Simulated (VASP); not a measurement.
# P (P4/mmm) in VASP: a series of runs

P is run at these levels: PBEsol; tasks: single point.

Everything below comes from runs of VASP 6.6.1. Logs are shortened: lines on timing, memory, paths and dates and some standing lists are left out, and cuts for length are marked.

## Step 1: The cell of the first run

It takes space group P4/mmm (No. 123, tetragonal). Conventional cell: a = 2.416 Å, b = 2.416 Å, c = 2.446 Å, α = 90.00°, β = 90.00°, γ = 90.00°. P (site symmetry 4/mmm) has 6 P at 2.42 to 2.45 Å within 3.2 Å.

This isn't the form of P at room conditions, which is orthorhombic.

## Step 2: Single point, PBEsol (uniaxial strain along c: +1.0 %)

Input file INCAR:

```
PREC = Accurate
ENCUT = 520
EDIFF = 1E-6
ISMEAR = 0
SIGMA = 0.1
LREAL = F
LASPH = T
NELM = 100
ALGO = Normal
ISIF = 2
LWAVE = F
LCHARG = F
GGA = PS
NBANDS = 8
```

Input file KPOINTS:

```
Automatic mesh
0
Gamma
  18 18 18
```

Input file POSCAR:

```
P
1.0
    2.4155586897      0.0000000000      0.0000000000
    0.0000000000      2.4155586897      0.0000000000
    0.0000000000      0.0000000000      2.4458288487
P
1
Direct
    0.0000000000      0.0000000000      0.0000000000
```

Potentials or basis: VASP PAW PBE potentials, release 64 (P).

Launch:

```bash
> cat potpaw_PBE.64/P/POTCAR > POTCAR
> mpirun -np 1 vasp_std > vasp.out
```

OUTCAR:

```text
PREC = Accurate
   ENCUT = 520
   EDIFF = 1E-6
   ISMEAR = 0
   LREAL = F
   LASPH = T
   NELM = 100
   ISIF = 2
   GGA = PS

 ion  position               nearest neighbor table
   1  0.000  0.000  0.000-

  LATTYP: Found a simple tetragonal cell.
 ALAT       =     2.4155586897
 C/A-ratio  =     1.0125313283

  Lattice vectors:

 A1 = (   2.4155586897,   0.0000000000,   0.0000000000)
 A2 = (   0.0000000000,   2.4155586897,   0.0000000000)
 A3 = (   0.0000000000,   0.0000000000,   2.4458288487)

Analysis of symmetry for initial positions (statically):
=====================================================================
 Subroutine PRICEL returns:
 Original cell was already a primitive cell.

 Routine SETGRP: Setting up the symmetry group for a
 simple tetragonal supercell.

 Subroutine GETGRP returns: Found 16 space group operations
 (whereof 16 operations were pure point group operations)
 out of a pool of 16 trial point group operations.

The static configuration has the point symmetry D_4h.

Analysis of symmetry for dynamics (positions and initial velocities):
=====================================================================
 Subroutine PRICEL returns:
 Original cell was already a primitive cell.

 Routine SETGRP: Setting up the symmetry group for a
 simple tetragonal supercell.

 Subroutine GETGRP returns: Found 16 space group operations
 (whereof 16 operations were pure point group operations)
 out of a pool of 16 trial point group operations.

The dynamic configuration has the point symmetry D_4h.

 Subroutine INISYM returns: Found 16 space group operations
 (whereof 16 operations are pure point group operations),
 and found     1 'primitive' translations

----------------------------------------------------------------------------------------

                                     Primitive cell

  volume of cell :      14.2712

  direct lattice vectors                    reciprocal lattice vectors
     2.415558690  0.000000000  0.000000000     0.413982904  0.000000000  0.000000000
     0.000000000  2.415558690  0.000000000     0.000000000  0.413982904  0.000000000
     0.000000000  0.000000000  2.445828849     0.000000000  0.000000000  0.408859353

  length of vectors
     2.415558690  2.415558690  2.445828849     0.413982904  0.413982904  0.408859353

  position of ions in fractional coordinates (direct lattice)
     0.000000000  0.000000000  0.000000000

  ion indices of the primitive-cell ions
   primitive index   ion index
                 1           1

----------------------------------------------------------------------------------------

 KPOINTS: Automatic mesh

Automatic generation of k-mesh.
 Grid dimensions read from file:
 generate k-points for:   18   18   18

 Generating k-lattice:

  Cartesian coordinates                     Fractional coordinates (reciprocal lattice)
     0.022999050  0.000000000  0.000000000     0.055555556  0.000000000  0.000000000
     0.000000000  0.022999050  0.000000000     0.000000000  0.055555556  0.000000000
     0.000000000  0.000000000  0.022714408     0.000000000  0.000000000  0.055555556

  Length of vectors
     0.022999050  0.022999050  0.022714408

  Shift w.r.t. Gamma in fractional coordinates (k-lattice)
     0.000000000  0.000000000  0.000000000

 Subroutine IBZKPT returns following result:
 ===========================================

 Found    550 irreducible k-points:

 Following reciprocal coordinates:
            Coordinates               Weight
  0.000000  0.000000  0.000000      1.000000
  0.055556  0.000000  0.000000      4.000000
  0.111111  0.000000  0.000000      4.000000
  0.166667  0.000000  0.000000      4.000000
  0.222222  0.000000  0.000000      4.000000
  0.277778  0.000000  0.000000      4.000000
[... 16 lines left out ...]
  0.277778  0.111111  0.000000      8.000000
  0.333333  0.111111  0.000000      8.000000
 [... further k-points ...]
   k-points           NKPTS =    550   k-points in BZ     NKDIM =    550   number of bands    NBANDS=      8
[... 42 lines left out ...]

  energy without entropy =       -5.76241887  energy(sigma->0) =       -5.76357372

 E-fermi :   9.8137     XC(G=0): -11.4651

 val. band max:        9.8024896809   @ k =   0.1667   0.0000   0.1111
 cond. band min:       9.8196161701   @ k =   0.1667   0.1111   0.0000
 fundamental gap:      0.0171264892
 Fermi energy:         9.8136999967

 k-point     1 :       0.0000    0.0000    0.0000
  band No.  band energies     occupation
      1      -6.8392      2.00000
      2      14.6477      0.00000
      3      15.1759      0.00000
      4      15.1759      0.00000
      5      16.6053      0.00000
      6      16.7667      0.00000
      7      24.2008      0.00000
      8      34.5363      0.00000

 k-point     2 :       0.0556    0.0000    0.0000
  band No.  band energies     occupation
      1      -6.7666      2.00000
      2      13.7126      0.00000
      3      14.7055      0.00000
      4      15.2335      0.00000
      5      16.6997      0.00000
      6      18.0887      0.00000
      7      24.4648      0.00000
      8      33.9472      0.00000

 k-point     3 :       0.1111    0.0000    0.0000
  band No.  band energies     occupation
      1      -6.5496      2.00000
      2      11.6818      0.00000
      3      14.8776      0.00000
      4      15.4048      0.00000
      5      16.8748      0.00000
      6      19.7468      0.00000
      7      25.2977      0.00000
      8      32.5726      0.00000

 k-point     4 :       0.1667    0.0000    0.0000
  band No.  band energies     occupation
      1      -6.1899      2.00000
      2       9.6636      1.96618
      3      15.1597      0.00000
      4      15.6857      0.00000
      5      17.1570      0.00000
      6      21.0763      0.00000
      7      26.6988      0.00000
      8      30.9236      0.00000

 k-point     5 :       0.2222    0.0000    0.0000
  band No.  band energies     occupation
      1      -5.6913      2.00000
      2       7.7254      2.00000
      3      15.5432      0.00000
      4      16.0676      0.00000
      5      17.5330      0.00000
      6      22.1280      0.00000
      7      28.4046      0.00000
      8      29.2516      0.00000
[... 177 lines left out ...]
 k-point    22 :       0.2222    0.1111    0.0000
  band No.  band energies     occupation
      1      -5.4026      2.00000
      2       7.9464      2.00000
      3      12.8232      0.00000
      4      15.7698      0.00000
      5      19.4312      0.00000
      6      23.9248      0.00000
      7      26.6931      0.00000
      8      29.4601      0.00000

 k-point    23 :       0.2778    0.1111    0.0000
  band No.  band energies     occupation
      1      -4.7730      2.00000
      2       6.1437      2.00000
      3      13.3064      0.00000
      4      16.2365      0.00000
      5      19.9382      0.00000
      6      24.2188      0.00000
      7      26.0238      0.00000
      8      27.8859      0.00000

 k-point    24 :       0.3333    0.1111    0.0000
  band No.  band energies     occupation
      1      -4.0270      2.00000
      2       4.4691      2.00000
      3      13.8607      0.00000
      4      16.7574      0.00000
      5      20.4657      0.00000
      6      23.4035      0.00000
      7      26.2958      0.00000
      8      26.4802      0.00000

 [... further k-points ...]
[... 5 lines left out ...]
  --------------------------------------------------------------------------------------
  -------------------------------------------------------------------------------------
  Total        0.0202059      0.0202059     -0.1356436      0.0000000      0.0000000      0.0000000
  in kB        2.2684413      2.2684413    -15.2281985      0.0000000      0.0000000      0.0000000
  external PRESSURE =      -3.5637720 kB  Pullay stress =       0.0000000 kB

 VOLUME and BASIS-vectors are now :
 -----------------------------------------------------------------------------
  energy-cutoff  :      520.00
  volume of cell :       14.27
      direct lattice vectors                 reciprocal lattice vectors
     2.415558690  0.000000000  0.000000000     0.413982904  0.000000000  0.000000000
     0.000000000  2.415558690  0.000000000     0.000000000  0.413982904  0.000000000
     0.000000000  0.000000000  2.445828849     0.000000000  0.000000000  0.408859353

 POSITION                                       TOTAL-FORCE (eV/Angst)
 -----------------------------------------------------------------------------------
      0.00000      0.00000      0.00000         0.000000      0.000000      0.000000
 -----------------------------------------------------------------------------------
    total drift:                                0.000000      0.000000      0.000000

  FREE ENERGIE OF THE ION-ELECTRON SYSTEM (eV)
  ---------------------------------------------------
  free  energy   TOTEN  =        -5.7647285742 eV

  energy  without entropy=       -5.7624188745  energy(sigma->0) =       -5.76357372
```

Run time: 24 s. Hardware: 1 thread of Intel Xeon Platinum 8259CL at 2.50GHz (Skylake/Cascade Lake), shared host; peak memory 0.16 GiB.

Results:

- Free energy: -5.7647 eV
- Pressure: -0.4 GPa
- Band gap on the k mesh: zero (an odd number of electrons rules out a gap without spin polarisation)

Levels at points of the mesh, in eV from the Fermi level:
```csv
k point,band 1,band 2,band 3,band 4,band 5,band 6,band 7,band 8
"(0.00, 0.00, 0.00)",-16.65,4.83,5.36,5.36,6.79,6.95,14.39,24.72
"(0.50, 0.00, 0.00)",-12.12,-8.83,7.82,8.33,9.54,14.18,14.66,16.67
"(0.50, 0.50, 0.00)",-7.18,-5.27,-5.27,0.84,10.58,16.87,16.87,17.50
"(0.00, 0.00, 0.50)",-12.36,-8.81,8.16,8.16,9.47,14.71,14.71,16.95
"(0.50, 0.00, 0.50)",-7.46,-5.45,-5.22,0.82,10.91,17.17,17.39,17.50
"(0.50, 0.50, 0.50)",-2.21,-2.21,-1.95,-1.33,4.51,4.69,4.69,10.79
```

Caveat: the cell differs from its parent crystal (uniaxial strain along c: +1.0 %); the PAW data sets were made with another functional, which shifts forces and pressure a little; an odd number of electrons without spin polarisation forces a metal; a magnetic or distorted state may lie lower.

## Step 3: Single point, PBEsol (uniaxial strain along c: +2.0 %, then relaxed in part)

Input file INCAR:

```
SYSTEM = P
ALGO = Normal
EDIFF = 1E-6
ENCUT = 520
GGA = PS
ISIF = 2
ISMEAR = 0
LASPH = .TRUE.
LCHARG = .FALSE.
LREAL = .FALSE.
LWAVE = .FALSE.
NBANDS = 8
NELM = 60
PREC = Accurate
SIGMA = 0.1
```

Input file KPOINTS:

```
k-points
0
G
  18 18 18
  0 0 0
```

Input file POSCAR:

```
P
1.0
    2.4117706173      0.0000000000      0.0000000000
    0.0000000000      2.4117706173      0.0000000000
    0.0000000000      0.0000000000      2.4700449759
P
1
Direct
    0.0000000000      0.0000000000      0.0000000000
```

Potentials or basis: VASP PAW PBE potentials, release 64 (P).

Launch:

```bash
> cat potpaw_PBE.64/P/POTCAR > POTCAR
> mpirun -np 1 vasp_std > vasp.out
```

It took 24 s on 1 thread of Intel Xeon Platinum 8259CL at 2.50GHz (Skylake/Cascade Lake), shared host; peak memory 0.15 GiB.

The run converged. Its results:

```
Free energy            : -5.7627 eV
Pressure               : -0.9 GPa
Band gap on the k mesh : zero (an odd number of electrons rules out a gap without spin polarisation)
```

Stress tensor (GPa, compression positive):
```
 0.09  0.00  0.00
 0.00  0.09  0.00
 0.00  0.00 -2.96
```

Levels at points of the mesh, in eV from the Fermi level:
```
           k point  band 1  band 2  band 3  band 4  band 5  band 6
(0.00, 0.00, 0.00)  -16.61    4.46    5.46    5.46    6.69    7.01
(0.50, 0.00, 0.00)  -12.04   -8.80    7.48    8.46    9.52   13.83
(0.50, 0.50, 0.00)   -7.04   -5.22   -5.22    0.86   10.27   16.56
(0.00, 0.00, 0.50)  -12.50   -8.76    8.12    8.12    9.40   14.84
(0.50, 0.00, 0.50)   -7.58   -5.57   -5.12    0.83   10.90   17.12
(0.50, 0.50, 0.50)   -2.30   -2.30   -1.81   -1.43    4.40    4.75
```

Caveat: the cell differs from its parent crystal (uniaxial strain along c: +2.0 %, then relaxed in part); the PAW data sets were made with another functional, which shifts forces and pressure a little; an odd number of electrons without spin polarisation forces a metal; a magnetic or distorted state may lie lower.

## Step 4: Single point, PBEsol (uniaxial strain along c: +2.0 %)

Input file INCAR:

```
PREC     = Accurate       # precision mode
ENCUT    = 520            # plane-wave cutoff, eV
EDIFF    = 1E-7           # SCF threshold, eV
ISMEAR   = 0              # smearing method
SIGMA    = 0.1            # smearing width, eV
LREAL    = False          # projectors in reciprocal space
LASPH    = True           # aspherical terms in the spheres
NELM     = 100            # most SCF steps
ALGO     = Normal         # electronic algorithm
ISIF     = 2              # what is computed and relaxed
LWAVE    = False          # write WAVECAR
LCHARG   = False          # write CHGCAR
GGA      = PS             # functional
NBANDS   = 8              # bands
```

Input file KPOINTS:

```
regular mesh
0
Gamma
  18 18 18
```

Input file POSCAR:

```
P
1.0
    2.4095046579      0.0000000000      0.0000000000
    0.0000000000      2.4095046579      0.0000000000
    0.0000000000      0.0000000000      2.4700449759
P
1
Direct
    0.0000000000      0.0000000000      0.0000000000
```

Launch:

```bash
> cat potpaw_PBE.64/P/POTCAR > POTCAR
> mpirun -np 1 vasp_std > vasp.out
```

Run time: 25 s. Hardware: 1 thread of Intel Xeon Platinum 8259CL at 2.50GHz (Skylake/Cascade Lake), shared host; peak memory 0.15 GiB.

It converged, with:

| Item | Value |
| --- | --- |
| Free energy | -5.7627 eV |
| Pressure | -0.7 GPa |
| Band gap on the k mesh | zero (an odd number of electrons rules out a gap without spin polarisation) |

Stress tensor (GPa, compression positive):
```
 0.38  0.00  0.00
 0.00  0.38  0.00
 0.00  0.00 -2.85
```

Levels at points of the mesh, in eV from the Fermi level:
```tsv
k point	band 1	band 2	band 3	band 4	band 5	band 6
(0.00, 0.00, 0.00)	-16.63	4.44	5.48	5.48	6.67	7.01
(0.50, 0.00, 0.00)	-12.04	-8.82	7.47	8.49	9.52	13.81
(0.50, 0.50, 0.00)	-7.02	-5.23	-5.23	0.85	10.28	16.55
(0.00, 0.00, 0.50)	-12.52	-8.78	8.14	8.14	9.40	14.86
(0.50, 0.00, 0.50)	-7.59	-5.59	-5.13	0.81	10.93	17.14
(0.50, 0.50, 0.50)	-2.31	-2.31	-1.80	-1.41	4.38	4.75
```

Caveat: the cell differs from its parent crystal (uniaxial strain along c: +2.0 %); the PAW data sets were made with another functional, which shifts forces and pressure a little; an odd number of electrons without spin polarisation forces a metal; a magnetic or distorted state may lie lower.

## Step 5: Single point, PBEsol (uniaxial strain along c: +3.0 %)

Input file INCAR:

```
  PREC = Accurate
  ENCUT = 520
  EDIFF = 1E-7
  ISMEAR = 0
  SIGMA = 0.1
  LREAL = F
  LASPH = T
  NELM = 80
  ALGO = Normal
  ISIF = 2
  LWAVE = F
  LCHARG = F
  GGA = PS
  NBANDS = 8
```

KPOINTS is that of step 4.

Input file POSCAR:

```
P
1.0
    2.4034506261      0.0000000000      0.0000000000
    0.0000000000      2.4034506261      0.0000000000
    0.0000000000      0.0000000000      2.4942611031
P
1
Direct
    0.0000000000      0.0000000000      0.0000000000
```

Launch:

```bash
> cat potpaw_PBE.64/P/POTCAR > POTCAR
> mpirun -np 1 vasp_std > vasp.out
```

Run time: 27 s. Hardware: 1 thread of Intel Xeon Platinum 8259CL at 2.50GHz (Skylake/Cascade Lake), shared host; peak memory 0.16 GiB.

The run converged. Its results:

```
Free energy            : -5.7593 eV
Pressure               : -1.1 GPa
Band gap on the k mesh : zero (an odd number of electrons rules out a gap without spin polarisation)
```

Stress tensor (GPa, compression positive):
```
 0.67  0.00  0.00
 0.00  0.67  0.00
 0.00  0.00 -4.50
```

Levels at points of the mesh, in eV from the Fermi level:
```tsv
k point	band 1	band 2	band 3	band 4	band 5	band 6	band 7
(0.00, 0.00, 0.00)	-16.63	4.05	5.59	5.59	6.52	7.04	14.28
(0.50, 0.00, 0.00)	-11.98	-8.84	7.13	8.63	9.48	13.44	14.83
(0.50, 0.50, 0.00)	-6.89	-5.21	-5.21	0.85	9.98	16.23	16.23
(0.00, 0.00, 0.50)	-12.70	-8.77	8.11	8.11	9.31	14.99	14.99
(0.50, 0.00, 0.50)	-7.72	-5.74	-5.05	0.80	10.94	17.09	17.31
(0.50, 0.50, 0.50)	-2.43	-2.43	-1.66	-1.49	4.24	4.78	4.78
```

Caveat: the cell differs from its parent crystal (uniaxial strain along c: +3.0 %); the stress differs along the axes, from -5 to 1 GPa; the PAW data sets were made with another functional, which shifts forces and pressure a little; an odd number of electrons without spin polarisation forces a metal; a magnetic or distorted state may lie lower.

## Step 6: Single point, PBEsol (uniaxial strain along c: +3.0 %, then relaxed in part)

Input file INCAR:

```
SYSTEM = P
ALGO = Normal
EDIFF = 1E-6
ENCUT = 520
GGA = PS
ISIF = 2
ISMEAR = 0
LASPH = .TRUE.
LCHARG = .TRUE.
LELF = .TRUE.
LREAL = .FALSE.
LVHAR = .TRUE.
LWAVE = .FALSE.
NBANDS = 8
NELM = 60
PREC = Accurate
SIGMA = 0.1
```

Input file KPOINTS:

```
k-points
0
G
  18 18 18
  0 0 0
```

Input file POSCAR:

```
P
1.0
    2.4076068402      0.0000000000      0.0000000000
    0.0000000000      2.4076068402      0.0000000000
    0.0000000000      0.0000000000      2.4942611031
P
1
Direct
    0.0000000000      0.0000000000      0.0000000000
```

Potentials or basis: VASP PAW PBE potentials, release 64 (P).

Launch:

```bash
> cat potpaw_PBE.64/P/POTCAR > POTCAR
> mpirun -np 1 vasp_std > vasp.out
```

It took 28 s on 1 thread of Intel Xeon Platinum 8259CL at 2.50GHz (Skylake/Cascade Lake), shared host; peak memory 0.16 GiB.

The run converged. Its results:

```
Free energy            : -5.7595 eV
Pressure               : -1.5 GPa
Band gap on the k mesh : zero (an odd number of electrons rules out a gap without spin polarisation)
```

Stress tensor (GPa, compression positive):
```
 0.09  0.00  0.00
 0.00  0.09  0.00
 0.00  0.00 -4.63
```

Levels at points of the mesh, in eV from the Fermi level:
```tsv
k point	band 1	band 2	band 3	band 4	band 5	band 6	band 7
(0.00, 0.00, 0.00)	-16.59	4.08	5.55	5.55	6.55	7.04	14.24
(0.50, 0.00, 0.00)	-11.97	-8.80	7.14	8.57	9.48	13.48	14.80
(0.50, 0.50, 0.00)	-6.91	-5.19	-5.19	0.88	9.97	16.25	16.25
(0.00, 0.00, 0.50)	-12.65	-8.73	8.08	8.08	9.32	14.95	14.95
(0.50, 0.00, 0.50)	-7.71	-5.70	-5.04	0.82	10.88	17.07	17.27
(0.50, 0.50, 0.50)	-2.41	-2.41	-1.68	-1.53	4.28	4.79	4.79
```

Caveat: the cell differs from its parent crystal (uniaxial strain along c: +3.0 %, then relaxed in part); the PAW data sets were made with another functional, which shifts forces and pressure a little; an odd number of electrons without spin polarisation forces a metal; a magnetic or distorted state may lie lower.

## Step 7: Overview

| cell | gap on the mesh (eV) | pressure (GPa) |
| --- | --- | --- |
| a = 2.416, b = 2.416, c = 2.446 Å, 1 atom | none | -0.4 |
| a = 2.412, b = 2.412, c = 2.470 Å, 1 atom | none | -0.9 |
| a = 2.410, b = 2.410, c = 2.470 Å, 1 atom | none | -0.7 |
| a = 2.403, b = 2.403, c = 2.494 Å, 1 atom | none | -1.1 |
| a = 2.408, b = 2.408, c = 2.494 Å, 1 atom | none | -1.5 |

Alike in all rows: task single point; level PBEsol; potentials or basis VASP PAW PBE potentials, release 64 (P); no spin polarisation; k mesh 18 × 18 × 18; cutoff (eV) 520; smearing gaussian 0.1 eV.

Caveats: the PAW data sets were made with another functional, which shifts forces and pressure a little; an odd number of electrons without spin polarisation forces a metal; a magnetic or distorted state may lie lower; the stress differs along the axes, from -5 to 1 GPa (at least some runs).

Total energies depend on the potentials used, so only differences within one code and one set of settings carry meaning.
